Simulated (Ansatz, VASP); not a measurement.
## Two plane-wave programs on GaN

Contents of POSCAR:

```
GaN
1.0
    3.1940996559      0.0000000000      0.0000000000
   -1.5970498280      2.7661714442      0.0000000000
    0.0000000000      0.0000000000      5.2011359953
Ga N
2 2
Direct
    0.3333333333      0.6666666667     -0.0009013798
    0.6666666667      0.3333333333      0.4990986202
    0.3333333333      0.6666666667      0.3759013798
    0.6666666667      0.3333333333      0.8759013798
```

File INCAR.step1:

```
SYSTEM = GaN
PREC     = Accurate       ! precision mode
ENCUT    = 1460           ! plane-wave cutoff, eV
ISMEAR   = 0              ! smearing method
SIGMA    = 0.01           ! smearing width, eV
LREAL    = .FALSE.        ! projectors in reciprocal space
LASPH    = .TRUE.         ! aspherical terms in the spheres
NELM     = 120            ! most SCF steps
NBANDS   = 26             ! bands
GGA      = PE             ! functional
ALGO     = Normal         ! electronic algorithm
EDIFF    = 1E-5           ! SCF threshold, eV
LWAVE    = .TRUE.         ! write WAVECAR
LCHARG   = .FALSE.        ! write CHGCAR
GGA_COMPAT= .FALSE.
```

Contents of INCAR.step2:

```
SYSTEM = GaN
PREC     = Accurate       ! precision mode
ENCUT    = 1460           ! plane-wave cutoff, eV
EDIFF    = 1E-6           ! SCF threshold, eV
ISMEAR   = 0              ! smearing method
SIGMA    = 0.01           ! smearing width, eV
LREAL    = .FALSE.        ! projectors in reciprocal space
LASPH    = .TRUE.         ! aspherical terms in the spheres
NELM     = 120            ! most SCF steps
ALGO     = Normal         ! electronic algorithm
ISIF     = 2              ! what is computed and relaxed
LWAVE    = .FALSE.        ! write WAVECAR
LCHARG   = .FALSE.        ! write CHGCAR
METAGGA  = R2SCAN         ! meta-GGA
LMIXTAU  = .TRUE.       
NBANDS   = 26             ! bands
ISTART   = 1            
GGA_COMPAT= .FALSE.
```

File KPOINTS:

```
Automatic mesh
0
G
  8 8 4
  0 0 0
```

Input for Ansatz:

```yaml
crystal:
  lattice:
    - [3.19409965593, 0.0, 0.0]
    - [-1.59704982796, 2.76617144425, 0.0]
    - [0.0, 0.0, 5.20113599535]
  atoms:
    - { symbol: Ga, position: [0.333333333333, 0.666666666667, -0.000901379796] }
    - { symbol: Ga, position: [0.666666666667, 0.333333333333, 0.499098620204] }
    - { symbol: "N", position: [0.333333333333, 0.666666666667, 0.375901379796] }
    - { symbol: "N", position: [0.666666666667, 0.333333333333, 0.875901379796] }
kpoints:
  mp_grid: { grid: [8, 8, 4] }
scf:
  occupations: { method: fixed }
  convergence: { dr2_threshold: 1.0e-10 }
hamiltonian:
  xc: r2scan
  pseudopotentials: { kind: paw }
output:
  forces: true
  stress: true
  eigenstates:
    kpoints:
      - [0.0, 0.0, 0.0]
      - [0.0, 0.0, -0.5]
      - [-0.5, 0.0, 0.0]
      - [-0.5, 0.5, 0.0]
      - [0.0, -0.5, 0.0]
      - [-0.5, 0.0, -0.5]
      - [-0.5, 0.5, -0.5]
      - [0.0, -0.5, -0.5]
  eigenvalues: true
```

Alike in both runs: task single point; functional r2SCAN; k mesh 8 × 8 × 4; no spin polarisation.

```csv
,VASP,Ansatz
version,VASP 6.6.1,Ansatz 0.2.0
potentials or method,"VASP PAW PBE potentials, release 64 (Ga_d, N_h)","PAW with Ansatz's default frozen-core files, scalar-relativistic"
plane-wave cutoff (eV),1460,500
occupations,"gaussian, width 0.01 eV",fixed
valence electrons in the cell,36,36
```

|  | VASP | Ansatz | Ansatz less VASP |
| --- | --- | --- | --- |
| gap on the k mesh at the Fermi level (eV) | 2.27 | 2.28 | +0.008 |
| pressure (GPa) | -1.0 | -2.0 | -1.01 |

VASP's potentials were made for PBE, not for r2SCAN.
